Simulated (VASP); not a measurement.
**Hf: single point with r2SCAN**

Hf:

```
Hf
1.0
     0.00000    2.13120    2.22000
     2.13120    0.00000    2.22000
     2.13120    2.13120    0.00000
Hf
1
Cartesian
  0.0000 0.0000 0.0000
```

This cell differs from its parent crystal: strain -0.040 along x and y, +0.000 along z.

```
Program                : VASP 6.6.1
Task                   : single point
Functional             : r2SCAN
Potentials or basis    : VASP PAW PBE potentials, release 64 (Hf_pv)
Cutoff                 : 520 eV
k mesh                 : 18 × 18 × 18
Occupations            : gaussian, width 0.15 eV
Spin                   : no spin polarisation
Dipole correction      : no
Further INCAR settings : ALGO = Normal; EDIFF = 1e-07; NBANDS = 11
```

The pressure is 12.5 GPa and the band gap on the k mesh is zero (band 5 reaches 6.77 eV, above the bottom of band 6 at 4.64 eV).

Stress tensor (GPa, compression positive):
```
13.30  0.00  0.00
 0.00 13.30  0.00
 0.00  0.00 10.84
```

Levels at points of the mesh, in eV from the Fermi level:
| k point | band 3 | band 4 | band 5 | band 6 | band 7 | band 8 |
| --- | --- | --- | --- | --- | --- | --- |
| (0.00, 0.00, 0.00) | -30.72 | -7.90 | 1.31 | 1.83 | 1.83 | 4.60 |
| (0.50, 0.00, 0.00) | -30.84 | -4.05 | 0.78 | 1.10 | 1.69 | 7.26 |
| (0.50, 0.50, 0.00) | -31.09 | -3.85 | -2.49 | 2.58 | 7.56 | 8.11 |
| (0.50, 0.00, 0.50) | -31.11 | -3.80 | -2.63 | 3.34 | 7.44 | 7.80 |

It took 2.1 min on 1 thread of Intel(R) Xeon(R) Platinum 8559C (Emerald Rapids), with other jobs on the host, peak memory 0.23 GiB.

Caveat: the cell differs from its parent crystal (strain -0.040 along x and y, +0.000 along z); the PAW data sets were made with another functional, which shifts forces and pressure a little; spin-orbit coupling is left out, which moves the levels of the heavy elements.
